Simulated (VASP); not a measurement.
# InB3As4 (P-43m) in VASP: single point with PBE

Aim: the single point of InB3As4 with PBE.

Program: VASP 6.6.1. These are calculated values, not measurements. Logs are shortened: lines on timing, memory, paths and dates and some standing lists are left out, and cuts for length are marked.

## (1) The cell of the first run

The structure is cubic, space group P-43m (No. 215). The conventional cell has a = 5.157 Å, b = 5.157 Å, c = 5.157 Å, α = 90.00°, β = 90.00°, γ = 90.00°. Within 2.9 Å of B (site symmetry -42m) lie 4 As at 2.17 Å. Within 2.9 Å of As (site symmetry 3m) lie 3 B at 2.17 Å and 1 In at 2.44 Å. In (site symmetry -43m) has 4 As at 2.44 Å within 3.2 Å.

## (2) Single point, PBE, non-collinear spin, zero start, spin-orbit coupling

INCAR

```
SYSTEM = InB3As4
ALGO = Normal
EDIFF = 1E-7
ENCUT = 520
GGA = PE
GGA_COMPAT = .FALSE.
ISIF = 2
ISMEAR = -1
LASPH = .TRUE.
LCHARG = .FALSE.
LNONCOLLINEAR = .TRUE.
LORBIT = 11
LORBMOM = .TRUE.
LREAL = .FALSE.
LSORBIT = .TRUE.
LWAVE = .FALSE.
MAGMOM = 0 0 0 0 0 0 0 0 0 0 0 0 0 0 0 0 0 0 0 0 0 0 0 0
NBANDS = 60
NELM = 150
PREC = Accurate
SIGMA = 0.02
```

KPOINTS

```
k-points
0
G
  6 6 6
  0 0 0
```

POSCAR

```
InB3As4
1.0
    5.1567957722      0.0000000000      0.0000000000
    0.0000000000      5.1567957722      0.0000000000
    0.0000000000      0.0000000000      5.1567957722
B As In
3 4 1
Direct
    0.5000000000      0.0000000000      0.0000000000
    0.0000000000      0.5000000000      0.0000000000
    0.0000000000      0.0000000000      0.5000000000
    0.7735014892      0.2264985108      0.2264985108
    0.2264985108      0.7735014892      0.2264985108
    0.2264985108      0.2264985108      0.7735014892
    0.7735014892      0.7735014892      0.7735014892
    0.5000000000      0.5000000000      0.5000000000
```

Potentials or basis: VASP PAW PBE potentials, release 64 (B, As, In_d).

On the command line:

```console
$ cat potpaw_PBE.64/B/POTCAR potpaw_PBE.64/As/POTCAR potpaw_PBE.64/In_d/POTCAR > POTCAR
$ mpirun -np 1 vasp_ncl > vasp.out
```

OUTCAR:

```text
SYSTEM = InB3As4
   EDIFF = 1E-7
   ENCUT = 520
   GGA = PE
   ISIF = 2
   ISMEAR = -1
   LASPH = .TRUE.
   LNONCOLLINEAR = .TRUE.
   LORBIT = 11
   LREAL = .FALSE.
   LSORBIT = .TRUE.
   NELM = 150
   PREC = Accurate

 ion  position               nearest neighbor table
   1  0.500  0.000  0.000-   4 2.17   5 2.17   6 2.17   7 2.17
   2  0.000  0.500  0.000-   4 2.17   5 2.17   6 2.17   7 2.17
   3  0.000  0.000  0.500-   4 2.17   5 2.17   6 2.17   7 2.17
   4  0.774  0.226  0.226-   1 2.17   2 2.17   3 2.17   8 2.44
   5  0.226  0.774  0.226-   1 2.17   2 2.17   3 2.17   8 2.44
   6  0.226  0.226  0.774-   1 2.17   2 2.17   3 2.17   8 2.44
   7  0.774  0.774  0.774-   1 2.17   2 2.17   3 2.17   8 2.44
   8  0.500  0.500  0.500-   4 2.44   5 2.44   6 2.44   7 2.44

  LATTYP: Found a simple cubic cell.
 ALAT       =     5.1567957722

  Lattice vectors:

 A1 = (   5.1567957722,   0.0000000000,   0.0000000000)
 A2 = (   0.0000000000,   5.1567957722,   0.0000000000)
 A3 = (   0.0000000000,   0.0000000000,   5.1567957722)

Analysis of symmetry for initial positions (statically):
=====================================================================
 Subroutine PRICEL returns:
 Original cell was already a primitive cell.

 Routine SETGRP: Setting up the symmetry group for a
 simple cubic supercell.

 Subroutine GETGRP returns: Found 24 space group operations
 (whereof 24 operations were pure point group operations)
 out of a pool of 48 trial point group operations.

The static configuration has the point symmetry T_d .

Analysis of symmetry for dynamics (positions and initial velocities):
=====================================================================
 Subroutine PRICEL returns:
 Original cell was already a primitive cell.

 Routine SETGRP: Setting up the symmetry group for a
 simple cubic supercell.

 Subroutine GETGRP returns: Found 24 space group operations
 (whereof 24 operations were pure point group operations)
 out of a pool of 48 trial point group operations.

The dynamic configuration has the point symmetry T_d .

Analysis of structural, dynamic, and magnetic symmetry:
=====================================================================
 Subroutine PRICEL returns:
 Original cell was already a primitive cell.

 Routine SETGRP: Setting up the symmetry group for a
 simple cubic supercell.

 Subroutine GETGRP returns: Found 24 space group operations
 (whereof 24 operations were pure point group operations)
 out of a pool of 48 trial point group operations.

The overall configuration has the point symmetry T_d .

 Subroutine INISYM returns: Found 24 space group operations
 (whereof 24 operations are pure point group operations),
 and found     1 'primitive' translations

----------------------------------------------------------------------------------------

                                     Primitive cell

  volume of cell :     137.1323

  direct lattice vectors                    reciprocal lattice vectors
     5.156795772  0.000000000  0.000000000     0.193918868  0.000000000  0.000000000
     0.000000000  5.156795772  0.000000000     0.000000000  0.193918868  0.000000000
     0.000000000  0.000000000  5.156795772     0.000000000  0.000000000  0.193918868

  length of vectors
     5.156795772  5.156795772  5.156795772     0.193918868  0.193918868  0.193918868

  position of ions in fractional coordinates (direct lattice)
     0.500000000  0.000000000  0.000000000
     0.000000000  0.500000000  0.000000000
     0.000000000  0.000000000  0.500000000
     0.773501489  0.226498511  0.226498511
     0.226498511  0.773501489  0.226498511
     0.226498511  0.226498511  0.773501489
     0.773501489  0.773501489  0.773501489
     0.500000000  0.500000000  0.500000000

  ion indices of the primitive-cell ions
   primitive index   ion index
                 1           1
                 2           2
                 3           3
                 4           4
                 5           5
                 6           6
                 7           7
                 8           8

----------------------------------------------------------------------------------------

 KPOINTS: k-points

Automatic generation of k-mesh.
 Grid dimensions read from file:
 generate k-points for:    6    6    6

 Generating k-lattice:

  Cartesian coordinates                     Fractional coordinates (reciprocal lattice)
     0.032319811  0.000000000  0.000000000     0.166666667  0.000000000  0.000000000
     0.000000000  0.032319811  0.000000000     0.000000000  0.166666667  0.000000000
     0.000000000  0.000000000  0.032319811     0.000000000  0.000000000  0.166666667

  Length of vectors
     0.032319811  0.032319811  0.032319811

  Shift w.r.t. Gamma in fractional coordinates (k-lattice)
[... 98 lines left out ...]
  free energy    TOTEN  =       -39.17159637 eV

  energy without entropy =      -39.17133958  energy(sigma->0) =      -39.17146797

 E-fermi :   6.0198     XC(G=0): -10.0853

 val. band max:        6.0198144598   @ k =   0.0000   0.0000   0.0000
 cond. band min:       6.3595323075   @ k =   0.1667   0.0000   0.0000
 fundamental gap:      0.3397178477
 Fermi energy:         6.0198156221

 k-point     1 :       0.0000    0.0000    0.0000
  band No.  band energies     occupation
      1      -9.3599      1.00000
      2      -9.3599      1.00000
      3      -9.3599      1.00000
      4      -9.3599      1.00000
      5      -8.6433      1.00000
      6      -8.6433      1.00000
[... 1357 lines left out ...]
     53       9.4352      0.00000
     54       9.4352      0.00000
 [bands above 54 left out]

------------------------ aborting loop because EDIFF is reached ----------------------------------------

  FORCE on cell =-STRESS in cart. coord.  units (eV):
  Direction    XX          YY          ZZ          XY          YZ          ZX
  --------------------------------------------------------------------------------------
  -------------------------------------------------------------------------------------
  Total        1.8845990      1.8845990      1.8845990     -0.0000000     -0.0000000     -0.0000000
  in kB       22.0186024     22.0186024     22.0186024     -0.0000000     -0.0000000     -0.0000000
  external PRESSURE =      22.0186024 kB  Pullay stress =       0.0000000 kB

 VOLUME and BASIS-vectors are now :
 -----------------------------------------------------------------------------
  energy-cutoff  :      520.00
  volume of cell :      137.13
      direct lattice vectors                 reciprocal lattice vectors
     5.156795772  0.000000000  0.000000000     0.193918868  0.000000000  0.000000000
     0.000000000  5.156795772  0.000000000     0.000000000  0.193918868  0.000000000
     0.000000000  0.000000000  5.156795772     0.000000000  0.000000000  0.193918868

 POSITION                                       TOTAL-FORCE (eV/Angst)
 -----------------------------------------------------------------------------------
      2.57840      0.00000      0.00000         0.000000      0.000000     -0.000000
      0.00000      2.57840      0.00000         0.000000     -0.000000     -0.000000
      0.00000      0.00000      2.57840         0.000000      0.000000     -0.000000
      3.98879      1.16801      1.16801         0.115423     -0.115423     -0.115423
      1.16801      3.98879      1.16801        -0.115423      0.115423     -0.115423
      1.16801      1.16801      3.98879        -0.115423     -0.115423      0.115423
      3.98879      3.98879      3.98879         0.115423      0.115423      0.115423
      2.57840      2.57840      2.57840         0.000000     -0.000000      0.000000
 -----------------------------------------------------------------------------------
    total drift:                                0.000000      0.000000      0.000000

  FREE ENERGIE OF THE ION-ELECTRON SYSTEM (eV)
  ---------------------------------------------------
  free  energy   TOTEN  =       -39.1715963661 eV

  energy  without entropy=      -39.1713395793  energy(sigma->0) =      -39.17146797

 orbital moment (x)

 # of ion     p       d       tot
 ----------------------------------------
  1        -0.000   0.000  -0.000
  2         0.000   0.000   0.000
  3        -0.000   0.000  -0.000
  4        -0.000   0.000   0.000
  5         0.000   0.000   0.000
  6         0.000  -0.000   0.000
  7        -0.000   0.000  -0.000
  8         0.000  -0.000   0.000
 ----------------------------------------
            0.000   0.000   0.000

 orbital moment (y)

 # of ion     p       d       tot
 ----------------------------------------
  1         0.000   0.000   0.000
  2         0.000   0.000   0.000
  3         0.000   0.000   0.000
  4        -0.000   0.000  -0.000
  5        -0.000  -0.000  -0.000
  6        -0.000   0.000  -0.000
  7         0.000   0.000   0.000
  8        -0.000   0.000  -0.000
 ----------------------------------------
           -0.000   0.000  -0.000

 orbital moment (z)

 # of ion     p       d       tot
 ----------------------------------------
  1        -0.000   0.000  -0.000
  2        -0.000   0.000  -0.000
  3        -0.000   0.000  -0.000
  4        -0.000   0.000  -0.000
  5         0.000   0.000   0.000
  6         0.000   0.000   0.000
  7        -0.000  -0.000  -0.000
  8         0.000   0.000   0.000
 ----------------------------------------
           -0.000   0.000  -0.000

 Spin-Orbit-Coupling matrix elements

 Ion:    1  E_soc:     -0.0000117
 l=   1
     0.0000000    -0.0000016    -0.0000021
    -0.0000016     0.0000000    -0.0000021
    -0.0000021    -0.0000021     0.0000000
 l=   2
     0.0000000     0.0000000     0.0000000     0.0000000     0.0000000
     0.0000000     0.0000000     0.0000000     0.0000000     0.0000000
     0.0000000     0.0000000     0.0000000     0.0000000     0.0000000
     0.0000000     0.0000000     0.0000000     0.0000000     0.0000000
     0.0000000     0.0000000     0.0000000     0.0000000     0.0000000
 l=   3
     0.0000000     0.0000000     0.0000000     0.0000000     0.0000000     0.0000000     0.0000000
     0.0000000     0.0000000     0.0000000     0.0000000     0.0000000     0.0000000     0.0000000
     0.0000000     0.0000000     0.0000000     0.0000000     0.0000000     0.0000000     0.0000000
     0.0000000     0.0000000     0.0000000     0.0000000     0.0000000     0.0000000     0.0000000
[... 129 lines left out ...]
 l=   2
     0.0000000    -0.0013972     0.0000000    -0.0013972    -0.0052933
    -0.0013972     0.0000000    -0.0039700    -0.0013972    -0.0013233
     0.0000000    -0.0039700     0.0000000    -0.0039700     0.0000000
    -0.0013972    -0.0013972    -0.0039700     0.0000000    -0.0013233
    -0.0052933    -0.0013233     0.0000000    -0.0013233     0.0000000
 l=   3
     0.0000000     0.0000000     0.0000000     0.0000000     0.0000000     0.0000000     0.0000000
     0.0000000     0.0000000     0.0000000     0.0000000     0.0000000     0.0000000     0.0000000
     0.0000000     0.0000000     0.0000000     0.0000000     0.0000000     0.0000000     0.0000000
     0.0000000     0.0000000     0.0000000     0.0000000     0.0000000     0.0000000     0.0000000
     0.0000000     0.0000000     0.0000000     0.0000000     0.0000000     0.0000000     0.0000000
     0.0000000     0.0000000     0.0000000     0.0000000     0.0000000     0.0000000     0.0000000
     0.0000000     0.0000000     0.0000000     0.0000000     0.0000000     0.0000000     0.0000000

 total charge

# of ion       s       p       d       tot
------------------------------------------
    1        0.645   1.008   0.000   1.652
    2        0.645   1.008   0.000   1.652
    3        0.645   1.008   0.000   1.652
    4        1.189   1.602   0.059   2.850
    5        1.189   1.602   0.059   2.850
    6        1.189   1.602   0.059   2.850
    7        1.189   1.602   0.059   2.850
    8        0.889   1.056   9.908  11.853
--------------------------------------------------
tot          7.579  10.487  10.144  28.210

 magnetization (x)

# of ion       s       p       d       tot
------------------------------------------
    1       -0.000   0.000   0.000  -0.000
    2        0.000   0.000   0.000   0.000
    3        0.000   0.000   0.000   0.000
    4        0.000   0.000  -0.000   0.000
    5        0.000   0.000   0.000   0.000
    6        0.000   0.000  -0.000   0.000
    7        0.000   0.000   0.000   0.000
    8        0.000   0.000   0.000   0.000
--------------------------------------------------
tot          0.000   0.000   0.000   0.000

 magnetization (y)

# of ion       s       p       d       tot
------------------------------------------
    1        0.000   0.000   0.000   0.000
    2        0.000   0.000   0.000   0.000
    3        0.000   0.000   0.000   0.000
    4        0.000   0.000   0.000   0.000
    5       -0.000   0.000   0.000  -0.000
    6        0.000   0.000   0.000   0.000
    7        0.000   0.000   0.000   0.000
    8        0.000  -0.000   0.000  -0.000
--------------------------------------------------
tot          0.000  -0.000   0.000   0.000

 magnetization (z)

# of ion       s       p       d       tot
------------------------------------------
    1       -0.000   0.000   0.000  -0.000
    2        0.000   0.000   0.000   0.000
    3       -0.000   0.000   0.000   0.000
    4        0.000  -0.000   0.000   0.000
    5        0.000   0.000  -0.000   0.000
    6        0.000   0.000   0.000   0.000
    7        0.000  -0.000   0.000  -0.000
    8        0.000  -0.000   0.000  -0.000
--------------------------------------------------
tot         -0.000   0.000   0.000   0.000
```

It took 5.4 min on 1 thread of AMD EPYC 9R45 (Zen 5), shared host; peak memory 0.62 GiB.

Results:

- Free energy: -39.1716 eV
- Pressure: 2.2 GPa
- Largest force: 0.200 eV/Å
- Net moment: 0.00 μB per cell
- Valence electrons inside the program's atomic spheres: B 1.65; As 2.85; In 11.85

Forces on the atoms (eV/Å):
```
B    0.000  0.000  0.000
B    0.000  0.000  0.000
B    0.000  0.000  0.000
As   0.115 -0.115 -0.115
As  -0.115  0.115 -0.115
As  -0.115 -0.115  0.115
As   0.115  0.115  0.115
In   0.000  0.000  0.000
```

Moments on the atoms (μB; x, y, z):
```
B   0.00 0.00 0.00
B   0.00 0.00 0.00
B   0.00 0.00 0.00
As  0.00 0.00 0.00
As  0.00 0.00 0.00
As  0.00 0.00 0.00
As  0.00 0.00 0.00
In  0.00 0.00 0.00
```
